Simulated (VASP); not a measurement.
A run of VASP 6.6.1 is set up as follows.

The input INCAR:

```
SYSTEM = Sc
PREC     = Accurate       ! precision mode
ENCUT    = 600            ! plane-wave cutoff, eV
EDIFF    = 1E-6           ! SCF threshold, eV
ISMEAR   = 0              ! smearing method
SIGMA    = 0.05           ! smearing width, eV
LREAL    = .FALSE.        ! projectors in reciprocal space
LASPH    = .TRUE.         ! aspherical terms in the spheres
NELM     = 60             ! most SCF steps
ALGO     = Normal         ! electronic algorithm
ISIF     = 3              ! what is computed and relaxed
LWAVE    = .FALSE.        ! write WAVECAR
LCHARG   = .FALSE.        ! write CHGCAR
GGA      = PS             ! functional
IBRION   = 2              ! ionic algorithm
NSW      = 80             ! ionic steps
EDIFFG   = -0.02          ! ionic threshold
```

Contents of KPOINTS:

```
regular mesh
0
G
  6 6 6
  0 0 0
```

POSCAR

```
Sc
1.0
    3.0200000000      0.0000000000      0.0000000000
    0.0000000000      3.0200000000      0.0000000000
    0.0000000000      0.0000000000      3.0200000000
Sc
1
Direct
    0.0000000000      0.0000000000      0.0000000000
```

Potentials or basis: VASP PAW PBE potentials, release 64 (Sc_sv).

Run with:

```bash
$ cat potpaw_PBE.64/Sc_sv/POTCAR > POTCAR
$ mpirun -np 1 vasp_std > vasp.out
```

(1) Predict the relaxed cell.

(2) Estimate the relaxed volume.

Answers

(1) a = 2.919 Å, b = 2.919 Å, c = 2.919 Å, α = 90.00°, β = 90.00°, γ = 90.00°.

(2) 24.86 Å³/atom.

Caveat: the PAW data sets were made with another functional, which shifts forces and pressure a little.
